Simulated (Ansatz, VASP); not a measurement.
# MgI2 in VASP and in Ansatz

```
Mg I
1.0
     5.62170    0.00000    0.00000
     0.00000    5.62170    0.00000
     0.00000    0.00000    6.59231
Mg I
1 2
Direct
  0.00000 0.00000 0.00000
  0.50000 0.00000 0.00000
  0.00000 0.50000 0.00000
```

Change from the starting cell: ordered vacancies on the anion sites of rhenium trioxide (P4/mmm, No. 123).

Alike in both runs: functional PBE; k mesh 6 × 6 × 6; occupations gaussian, width 0.01 eV; no spin polarisation.

Ansatz relaxed the structure, and its values are those at the end. VASP's run is a single point on that final structure, the one shown.

```csv
,VASP,Ansatz
version,VASP 6.6.1,Ansatz 0.2.0
potentials or method,"VASP PAW PBE potentials, release 64 (Mg, I), cutoff 520 eV","scalar-relativistic, plane waves, PAW"
valence electrons in the cell,16,44
```

|  | VASP | Ansatz | Ansatz less VASP |
| --- | --- | --- | --- |
| gap on the k mesh at the Fermi level (eV) | 0.47 | 0.48 | +0.013 |
| least direct gap on the mesh (eV) | 1.24 | 1.26 | +0.016 |

VASP's potentials hold 16 valence electrons a cell and Ansatz's 44, so a difference there can come from the potentials and not from the codes.

Spin-orbit coupling is off throughout.
